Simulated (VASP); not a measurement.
Crystal: HfH5.

```
Hf H
1.0
     0.00000    3.04981    3.04981
     3.04981    0.00000    3.04981
     3.04981    3.04981    0.00000
Hf H
1 5
Cartesian
  0.0000 0.0000 0.0000
  3.8123 2.2874 2.2874
  3.8123 3.8123 3.8123
  2.2874 3.8123 2.2874
  2.2874 2.2874 3.8123
  1.5249 1.5249 1.5249
```

The cell was generated, and may not be a known phase.

- Program: VASP 6.6.1
- Task: relaxation of cell and atoms
- Functional: PBE
- Potentials or basis: VASP PAW PBE potentials, release 64 (Hf_pv, H)
- Cutoff: 600 eV
- k mesh: 6 × 6 × 6
- Occupations: gaussian, width 0.1 eV
- Spin: no spin polarisation

At the start: pressure -28.2 GPa; volume 9.46 Å³/atom.

Problem. Where does the relaxation end?

Solution. Over 9 steps the energy falls by 509.5 meV/atom and the volume is 5.63 Å³/atom (-40.5 %); space group F-43m (No. 216, to 0.1 Å) before and after.

The path:
```tsv
step	energy change (eV)	largest force (eV/Å)	pressure (GPa)	volume (Å³)
1	0.0000	0.1967	-28.19	56.73
2	-2.1114	0.0710	-23.41	44.14
3	-2.9661	0.0801	-9.38	36.38
4	-3.0371	0.1838	3.62	32.95
5	-3.0464	0.1538	-0.45	33.84
6	-3.0452	0.1663	1.25	33.46
7	-3.0516	0.1135	-0.03	33.72
8	-3.0540	0.0600	-1.33	33.99
9	-3.0568	0.0286	-0.49	33.76
```

Final structure:
```cif
data_structure
_symmetry_space_group_name_H-M 'P 1'
_symmetry_Int_Tables_number 1
_cell_length_a 3.6278
_cell_length_b 3.6278
_cell_length_c 3.6278
_cell_angle_alpha 60.000
_cell_angle_beta 60.000
_cell_angle_gamma 60.000
_cell_volume 33.76
loop_
_atom_site_label
_atom_site_type_symbol
_atom_site_fract_x
_atom_site_fract_y
_atom_site_fract_z
_atom_site_occupancy
Hf1 Hf 0.00000 0.00000 0.00000 1
H1 H 0.12883 0.62372 0.62372 1
H2 H 0.62372 0.62372 0.62372 1
H3 H 0.62372 0.12883 0.62372 1
H4 H 0.62372 0.62372 0.12883 1
H5 H 0.25000 0.25000 0.25000 1
```

Caveat: the volume moved by over 15 % at a fixed basis, so the end points are rough; an odd number of electrons without spin polarisation forces a metal; a magnetic or distorted state may lie lower.
